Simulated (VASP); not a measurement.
The system is LuSb.

```xyz
2
Lattice="0.0000 3.0650 3.0650 3.0650 0.0000 3.0650 3.0650 3.0650 0.0000" Properties=species:S:1:pos:R:3 pbc="T T T"
Lu    0.0000    0.0000    0.0000
Sb    3.0650    3.0650    3.0650
```

```yaml
Program: VASP 6.6.1
Task: relaxation of cell and atoms
Functional: LDA
Potentials_or_basis: VASP PAW PBE potentials, release 64 (Lu, Sb)
Cutoff: 600 eV
k_mesh: 6 × 6 × 6
Occupations: fermi-dirac, width 0.05 eV
Spin: no spin polarisation
```

At the start: pressure -5.5 GPa; volume 28.79 Å³/atom.

Q: Where does the relaxation end?

A: Over 3 steps the energy falls by 46.9 meV/atom and the volume is 26.26 Å³/atom (-8.8 %); space group Fm-3m (No. 225, to 0.1 Å) before and after.

The path:
| step | energy change (eV) | largest force (eV/Å) | pressure (GPa) | volume (Å³) |
| --- | --- | --- | --- | --- |
| 1 | 0.0000 | 0.0000 | -5.46 | 57.59 |
| 2 | -0.0595 | 0.0000 | 4.35 | 49.79 |
| 3 | -0.0938 | 0.0000 | -0.04 | 52.51 |

Final structure:
```
CELL_PARAMETERS angstrom
0.00000 2.97222 2.97222
2.97222 0.00000 2.97222
2.97222 2.97222 0.00000
ATOMIC_POSITIONS crystal
Lu 0.00000 0.00000 0.00000
Sb 0.50000 0.50000 0.50000
```

Caveat: the PAW data sets were made with another functional, which shifts forces and pressure a little.
